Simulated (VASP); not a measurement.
# CuI (zincblende type) (F-43m) in VASP: single point with PBE

Aim: the single point of CuI (zincblende type) with PBE.

Program: VASP 6.6.1. These are calculated values, not measurements. Logs are shortened: lines on timing, memory, paths and dates and some standing lists are left out, and cuts for length are marked.

## 1. The cell of the first run

The structure is cubic, space group F-43m (No. 216). The conventional cell has a = 6.198 Å, b = 6.198 Å, c = 6.198 Å, α = 90.00°, β = 90.00°, γ = 90.00°. Within 3.5 Å of Cu (site symmetry -43m) lie 4 I at 2.68 Å. I (site symmetry -43m) has 4 Cu at 2.68 Å within 3.5 Å.

## 2. Single point, PBE (29.77 Å³/atom)

File INCAR:

```
PREC = Accurate
ENCUT = 520
EDIFF = 1E-7
ISMEAR = -1
SIGMA = 0.05
LREAL = False
LASPH = True
NELM = 80
ALGO = Normal
ISIF = 2
LWAVE = False
LCHARG = False
GGA = PE
NBANDS = 16
```

File KPOINTS:

```
Automatic mesh
0
Gamma
  12 12 12
```

File POSCAR:

```
CuI
1.0
    0.0000000000      3.0991300350      3.0991300350
    3.0991300350      0.0000000000      3.0991300350
    3.0991300350      3.0991300350      0.0000000000
Cu I
1 1
Direct
    0.0000000000      0.0000000000      0.0000000000
    0.2500000000      0.2500000000      0.2500000000
```

Potentials or basis: VASP PAW PBE potentials, release 64 (Cu, I).

Launch:

```sh
$ cat potpaw_PBE.64/Cu/POTCAR potpaw_PBE.64/I/POTCAR > POTCAR
$ mpirun -np 1 vasp_std > vasp.out
```

OUTCAR:

```text
PREC = Accurate
   ENCUT = 520
   EDIFF = 1E-7
   ISMEAR = -1
   LREAL = False
   LASPH = True
   NELM = 80
   ISIF = 2
   GGA = PE

 ion  position               nearest neighbor table
   1  0.000  0.000  0.000-   2 2.68   2 2.68   2 2.68   2 2.68
   2  0.250  0.250  0.250-   1 2.68   1 2.68   1 2.68   1 2.68

  LATTYP: Found a face centered cubic cell.
 ALAT       =     6.1982600700

  Lattice vectors:

 A1 = (   0.0000000000,   3.0991300350,   3.0991300350)
 A2 = (   3.0991300350,   0.0000000000,   3.0991300350)
 A3 = (   3.0991300350,   3.0991300350,   0.0000000000)

Analysis of symmetry for initial positions (statically):
=====================================================================
 Subroutine PRICEL returns:
 Original cell was already a primitive cell.

 Routine SETGRP: Setting up the symmetry group for a
 face centered cubic supercell.

 Subroutine GETGRP returns: Found 24 space group operations
 (whereof 24 operations were pure point group operations)
 out of a pool of 48 trial point group operations.

The static configuration has the point symmetry T_d .

Analysis of symmetry for dynamics (positions and initial velocities):
=====================================================================
 Subroutine PRICEL returns:
 Original cell was already a primitive cell.

 Routine SETGRP: Setting up the symmetry group for a
 face centered cubic supercell.

 Subroutine GETGRP returns: Found 24 space group operations
 (whereof 24 operations were pure point group operations)
 out of a pool of 48 trial point group operations.

The dynamic configuration has the point symmetry T_d .

 Subroutine INISYM returns: Found 24 space group operations
 (whereof 24 operations are pure point group operations),
 and found     1 'primitive' translations

----------------------------------------------------------------------------------------

                                     Primitive cell

  volume of cell :      59.5319

  direct lattice vectors                    reciprocal lattice vectors
     0.000000000  3.099130035  3.099130035    -0.161335599  0.161335599  0.161335599
     3.099130035  0.000000000  3.099130035     0.161335599 -0.161335599  0.161335599
     3.099130035  3.099130035  0.000000000     0.161335599  0.161335599 -0.161335599

  length of vectors
     4.382831727  4.382831727  4.382831727     0.279441454  0.279441454  0.279441454

  position of ions in fractional coordinates (direct lattice)
     0.000000000  0.000000000  0.000000000
     0.250000000  0.250000000  0.250000000

  ion indices of the primitive-cell ions
   primitive index   ion index
                 1           1
                 2           2

----------------------------------------------------------------------------------------

 KPOINTS: Automatic mesh

Automatic generation of k-mesh.
 Grid dimensions read from file:
 generate k-points for:   12   12   12

 Generating k-lattice:

  Cartesian coordinates                     Fractional coordinates (reciprocal lattice)
    -0.013444633  0.013444633  0.013444633     0.083333333  0.000000000  0.000000000
     0.013444633 -0.013444633  0.013444633     0.000000000  0.083333333  0.000000000
     0.013444633  0.013444633 -0.013444633     0.000000000  0.000000000  0.083333333

  Length of vectors
     0.023286788  0.023286788  0.023286788

  Shift w.r.t. Gamma in fractional coordinates (k-lattice)
     0.000000000  0.000000000  0.000000000

 Subroutine IBZKPT returns following result:
 ===========================================

 Found     72 irreducible k-points:

 Following reciprocal coordinates:
            Coordinates               Weight
  0.000000  0.000000  0.000000      1.000000
  0.083333  0.000000  0.000000      8.000000
  0.166667  0.000000  0.000000      8.000000
  0.250000  0.000000  0.000000      8.000000
  0.333333  0.000000  0.000000      8.000000
  0.416667  0.000000  0.000000      8.000000
[... 16 lines left out ...]
  0.500000  0.166667  0.000000     24.000000
 -0.416667  0.166667  0.000000     24.000000
 [... further k-points ...]
   k-points           NKPTS =     72   k-points in BZ     NKDIM =     72   number of bands    NBANDS=     16
   number of dos      NEDOS =    301   number of ions     NIONS =      2
   total plane-waves  NPLWV =  46656
   dimension x,y,z NGX =    36 NGY =   36 NGZ =   36
   dimension x,y,z NGXF=    72 NGYF=   72 NGZF=   72
   ions per type =               1   1
   NGX,Y,Z   is equivalent  to a cutoff of  13.66, 13.66, 13.66 a.u.
   NGXF,Y,Z  is equivalent  to a cutoff of  27.31, 27.31, 27.31 a.u.
 SYSTEM =  unknown system
   PREC   = accura    normal or accurate (medium, high low for compatibility)
   ISTART =      0    job   : 0-new  1-cont  2-samecut
   ICHARG =      2    charge: 1-file 2-atom 10-const
   ISPIN  =      1    spin polarized calculation?
   LNONCOLLINEAR =      F non collinear calculations
   LSORBIT =      F    spin-orbit coupling
   LASPH  =      T    aspherical Exc in radial PAW
   ENCUT  =  520.0 eV  38.22 Ry    6.18 a.u.   8.15  8.15  8.15*2*pi/ulx,y,z
   NELM   =     80;   NELMIN=  2; NELMDL= -5     # of ELM steps
   EDIFF  = 0.1E-06   stopping-criterion for ELM
   LREAL  =      F    real-space projection
   EDIFFG = 0.1E-05   stopping-criterion for IOM
   NSW    =      0    number of steps for IOM
   IBRION =     -1    ionic relax: 0-MD 1-quasi-New 2-CG
   NFREE  =      0    steps in history (QN), initial steepest desc. (CG)
   ISIF   =      2    stress and relaxation
   ISYM   =      2    0-nonsym 1-usesym 2-fastsym
   POTIM  = 0.5000    time-step for ionic-motion
   TEBEG  =    0.0;   TEEND  =   0.0 temperature during run
   PSTRESS=    0.0 pullay stress
   NELECT =      18.0000    total number of electrons
   NUPDOWN=      -1.0000    fix difference up-down
   EMIN   =  10.00;   EMAX   =-10.00  energy-range for DOS
   EFERMI =   0.00;   METHOD = LEGACY
   ISMEAR =    -1;   SIGMA  =   0.05  broadening in eV -4-tet -1-fermi 0-gaus
   EFERMI_NEDOS =   21; number of points for ismear=-14 and -15
   IALGO  =     38    algorithm
   IMIX   =      4    mixing-type and parameters
     AMIX     =   0.40;   BMIX     =  1.00
     AMIX_MAG =   1.60;   BMIX_MAG =  1.00
  volume/ion in A,a.u.               =      29.77       200.87
  Fermi-wavevector in a.u.,A,eV,Ry     =   1.098793  2.076418 16.426939  1.207346
  Thomas-Fermi vector in A             =   2.235177
   LORBIT       =      0    0 simple, 1 ext, 2 COOP (PROOUT), +10 PAW based schemes
   GGA     = PE    functional components
   LHFCALC =     F    Hartree Fock is set to
   AEXX    =    0.0000 exact exchange contribution
   IVDW    =     0    specifies the selected vdW correction
   LEPSILON=     F    determine dielectric tensor
   LRPA    =     F    only Hartree local field effects (RPA)
 non-spin polarized calculation
  energy-cutoff  :      520.00
  volume of cell :       59.53
 maximum number of plane-waves:      1639
 NGX is ok and might be reduce to    36
   NGX = 17   NGY = 17   NGZ = 17

 number of electron      17.9999998 magnetization

 Free energy of the ion-electron system (eV)
  ---------------------------------------------------
  ext. energy  EPLUGINS =         0.00000000
  ---------------------------------------------------
  free energy    TOTEN  =        -5.54217649 eV

  energy without entropy =       -5.54217619  energy(sigma->0) =       -5.54217634

 E-fermi :   4.3024     XC(G=0):  -8.6330

 val. band max:        3.7427868209   @ k =   0.0000   0.0000   0.0000
 cond. band min:       4.7221790327   @ k =   0.0000   0.0000   0.0000
 fundamental gap:      0.9793922117
 Fermi energy:         4.3023939333

 k-point     1 :       0.0000    0.0000    0.0000
  band No.  band energies     occupation
      1      -9.9405      2.00000
      2       0.3846      2.00000
      3       0.3846      2.00000
      4       0.3846      2.00000
      5       2.1461      2.00000
      6       2.1461      2.00000
[... 8 lines left out ...]
     15      13.2013      0.00000
     16      13.2013      0.00000

 k-point     2 :       0.0833    0.0000    0.0000
  band No.  band energies     occupation
      1      -9.9125      2.00000
      2       0.2503      2.00000
      3       0.3861      2.00000
      4       0.3861      2.00000
      5       2.1435      2.00000
      6       2.1435      2.00000
[... 8 lines left out ...]
     15      12.8406      0.00000
     16      12.8406      0.00000

 k-point     3 :       0.1667    0.0000    0.0000
  band No.  band energies     occupation
      1      -9.8343      2.00000
      2      -0.1083      2.00000
      3       0.3896      2.00000
      4       0.3896      2.00000
      5       2.1388      2.00000
      6       2.1388      2.00000
[... 8 lines left out ...]
     15      12.4355      0.00000
     16      12.8019      0.00000

 k-point     4 :       0.2500    0.0000    0.0000
  band No.  band energies     occupation
      1      -9.7225      2.00000
      2      -0.5765      2.00000
      3       0.3928      2.00000
      4       0.3928      2.00000
      5       2.1389      2.00000
      6       2.1389      2.00000
[... 8 lines left out ...]
     15      12.4096      0.00000
     16      12.6390      0.00000

 k-point     5 :       0.3333    0.0000    0.0000
  band No.  band energies     occupation
      1      -9.6043      2.00000
      2      -1.0219      2.00000
      3       0.3939      2.00000
      4       0.3939      2.00000
      5       2.1486      2.00000
      6       2.1486      2.00000
[... 8 lines left out ...]
     15      12.8731      0.00000
     16      12.8731      0.00000

 k-point     6 :       0.4167    0.0000    0.0000
  band No.  band energies     occupation
      1      -9.5132      2.00000
      2      -1.3362      2.00000
      3       0.3933      2.00000
      4       0.3933      2.00000
      5       2.1636      2.00000
      6       2.1636      2.00000
[... 8 lines left out ...]
     15      13.7130      0.00000
     16      13.7130      0.00000

 k-point     7 :       0.5000    0.0000    0.0000
  band No.  band energies     occupation
      1      -9.4787      2.00000
      2      -1.4491      2.00000
      3       0.3928      2.00000
      4       0.3928      2.00000
      5       2.1713      2.00000
      6       2.1713      2.00000
[... 8 lines left out ...]
     15      14.4220      0.00000
     16      14.4220      0.00000

 k-point     8 :       0.0833    0.0833    0.0000
  band No.  band energies     occupation
      1      -9.9032      2.00000
      2       0.2303      2.00000
      3       0.3755      2.00000
      4       0.3756      2.00000
      5       2.1335      2.00000
      6       2.1513      2.00000
[... 8 lines left out ...]
     15      12.4678      0.00000
     16      13.2685      0.00000

 k-point     9 :       0.1667    0.0833    0.0000
  band No.  band energies     occupation
      1      -9.8417      2.00000
      2      -0.0343      2.00000
      3       0.3689      2.00000
      4       0.3749      2.00000
      5       2.1211      2.00000
      6       2.1546      2.00000
[... 8 lines left out ...]
     15      13.0400      0.00000
     16      13.0721      0.00000
[... 172 lines left out ...]
 k-point    19 :       0.1667    0.1667    0.0000
  band No.  band energies     occupation
      1      -9.7989      2.00000
      2      -0.1591      2.00000
      3       0.3508      2.00000
      4       0.3508      2.00000
      5       2.1008      2.00000
      6       2.1656      2.00000
[... 8 lines left out ...]
     15      13.4684      0.00000
     16      13.6028      0.00000

 k-point    20 :       0.2500    0.1667    0.0000
  band No.  band energies     occupation
      1      -9.7147      2.00000
      2      -0.4527      2.00000
      3       0.3275      2.00000
      4       0.3391      2.00000
      5       2.0862      2.00000
      6       2.1733      2.00000
[... 8 lines left out ...]
     15      13.4930      0.00000
     16      14.2286      0.00000

 k-point    21 :       0.3333    0.1667    0.0000
  band No.  band energies     occupation
      1      -9.6085      2.00000
      2      -0.7985      2.00000
      3       0.2681      2.00000
      4       0.3359      2.00000
      5       2.0874      2.00000
      6       2.1803      2.00000
[... 8 lines left out ...]
     15      13.7302      0.00000
     16      14.1437      0.00000

 k-point    22 :       0.4167    0.1667    0.0000
  band No.  band energies     occupation
      1      -9.5077      2.00000
      2      -1.0974      2.00000
      3       0.1761      2.00000
      4       0.3424      2.00000
      5       2.1054      2.00000
      6       2.1844      2.00000
[... 8 lines left out ...]
     15      14.0183      0.00000
     16      14.3376      0.00000

 k-point    23 :       0.5000    0.1667    0.0000
  band No.  band energies     occupation
      1      -9.4421      2.00000
      2      -1.2747      2.00000
      3       0.0824      2.00000
      4       0.3581      2.00000
      5       2.1154      2.00000
      6       2.1765      2.00000
[... 8 lines left out ...]
     15      14.2518      0.00000
     16      14.4646      0.00000

 k-point    24 :      -0.4167    0.1667    0.0000
  band No.  band energies     occupation
      1      -9.4333      2.00000
      2      -1.2872      2.00000
      3       0.0230      2.00000
      4       0.3799      2.00000
      5       2.1167      2.00000
      6       2.1537      2.00000
[... 8 lines left out ...]
     15      13.4212      0.00000
     16      14.1850      0.00000

 [... further k-points ...]

------------------------ aborting loop because EDIFF is reached ----------------------------------------

  FORCE on cell =-STRESS in cart. coord.  units (eV):
  Direction    XX          YY          ZZ          XY          YZ          ZX
  --------------------------------------------------------------------------------------
  -------------------------------------------------------------------------------------
  Total       -0.7282265     -0.7282265     -0.7282265      0.0000000     -0.0000000      0.0000000
  in kB      -19.5987178    -19.5987178    -19.5987178      0.0000000     -0.0000000      0.0000000
  external PRESSURE =     -19.5987178 kB  Pullay stress =       0.0000000 kB

 VOLUME and BASIS-vectors are now :
 -----------------------------------------------------------------------------
  energy-cutoff  :      520.00
  volume of cell :       59.53
      direct lattice vectors                 reciprocal lattice vectors
     0.000000000  3.099130035  3.099130035    -0.161335599  0.161335599  0.161335599
     3.099130035  0.000000000  3.099130035     0.161335599 -0.161335599  0.161335599
     3.099130035  3.099130035  0.000000000     0.161335599  0.161335599 -0.161335599

 POSITION                                       TOTAL-FORCE (eV/Angst)
 -----------------------------------------------------------------------------------
      0.00000      0.00000      0.00000         0.000000      0.000000      0.000000
      1.54957      1.54957      1.54957        -0.000000     -0.000000     -0.000000
 -----------------------------------------------------------------------------------
    total drift:                               -0.000000     -0.000000     -0.000001

  FREE ENERGIE OF THE ION-ELECTRON SYSTEM (eV)
  ---------------------------------------------------
  free  energy   TOTEN  =        -5.5421764874 eV

  energy  without entropy=       -5.5421761858  energy(sigma->0) =       -5.54217634
```

Wall time 2.2 min (1 thread of Intel Xeon 8259CL, shared host); peak memory 0.25 GiB.

Results:

```yaml
Free_energy: -5.5422 eV
Pressure: -2.0 GPa
Band_gap_on_the_k_mesh: 0.98 eV
```

Caveat: spin-orbit coupling is left out, which moves the levels of the heavy elements. A k mesh can miss the band edges.
